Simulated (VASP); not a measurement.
## InSb: single point with LDA

**The experiment to reproduce.**

“Electronic Structure and Epitaxy of CdTe Shells on InSb Nanowires”, 2021, arxiv:2111.05126 quotes, for a bulk crystal of InSb: band gap 0.24 eV.

InSb:

```xyz
2
Lattice="0.0000 3.2391 3.2391 3.2391 0.0000 3.2391 3.2391 3.2391 0.0000" Properties=species:S:1:pos:R:3 pbc="T T T"
In    0.0000    0.0000    0.0000
Sb    4.8586    4.8586    4.8586
```

```json
{"Program": "VASP 6.6.1", "Task": "single point", "Functional": "LDA", "Potentials or basis": "VASP PAW LDA potentials, release 64 (In_d, Sb)", "Cutoff": "520 eV", "k mesh": "12 × 12 × 12", "Occupations": "gaussian, width 0.15 eV", "Spin": "no spin polarisation", "Dipole correction": "no", "Further INCAR settings": "ALGO = Normal; EDIFF = 1e-06; NBANDS = 16"}
```

- Pressure: -0.5 GPa
- Band gap on the k mesh: zero (filled and empty bands touch)

Levels at points of the mesh, in eV from the Fermi level:
```csv
k point,band 6,band 7,band 8,band 9,band 10,band 11,band 12,band 13
"(0.00, 0.00, 0.00)",-10.89,-0.48,-0.11,-0.11,-0.11,2.80,2.80,2.80
"(0.50, 0.00, 0.00)",-9.52,-5.79,-1.13,-1.13,0.31,3.65,3.65,5.83
"(0.50, 0.50, 0.00)",-8.91,-6.09,-2.39,-2.39,1.14,1.14,7.93,7.93
```

Wall time 24 s on 1 thread of Intel(R) Xeon(R) 6975P-C (Granite Rapids), with other jobs on the host, peak memory 0.22 GiB.

Measured gap of InSb: 0.24 eV (quoted in “Electronic Structure and Epitaxy of CdTe Shells on InSb Nanowires”, 2021, arxiv:2111.05126). This calculation gives 0.00 eV (-0.24 eV). Spin-orbit coupling on In, Sb is left out. The value is that of LDA on a finite k mesh, which can miss the band edges, without temperature or zero-point motion. Semilocal functionals fall short of measured gaps as a rule.

Caveat: spin-orbit coupling is left out, which moves the levels of the heavy elements.
